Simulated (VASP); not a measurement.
A run of VASP 6.6.1:

File INCAR:

```
PREC = Accurate
ENCUT = 600
EDIFF = 1E-7
ISMEAR = 0
SIGMA = 0.1
LREAL = False
LASPH = True
NELM = 80
ALGO = Normal
ISIF = 3
LWAVE = False
LCHARG = False
GGA = PE
IBRION = 2
NSW = 90
EDIFFG = -0.04
```

File KPOINTS:

```
regular mesh
0
Gamma
  4 4 4
```

The input POSCAR:

```
TiNb3B
1.0
    4.0397255100      0.0000000000      0.0000000000
    0.0000000000      4.0397255100      0.0000000000
    0.0000000000      0.0000000000      4.0397255100
Ti Nb B
1 3 1
Direct
    0.5000000000      0.5000000000      0.5000000000
    0.0000000000      0.0000000000      0.5000000000
    0.5000000000      0.0000000000      0.0000000000
    0.0000000000      0.5000000000      0.0000000000
    0.0000000000      0.0000000000      0.0000000000
```

Potentials or basis: VASP PAW PBE potentials, release 64 (Ti_sv, Nb_sv, B).

Command:

```bash
$ cat potpaw_PBE.64/Ti_sv/POTCAR potpaw_PBE.64/Nb_sv/POTCAR potpaw_PBE.64/B/POTCAR > POTCAR
$ mpirun -np 1 vasp_std > vasp.out
```

Hardware: 1 thread of Intel Xeon 8259CL (shared host).

How long does it take, and how much memory?

Wall time 4.5 min on 1 thread of Intel Xeon 8259CL, on a shared host, peak memory 0.2 GiB. Counts: scf iterations 95, k points 10, ion steps 5.
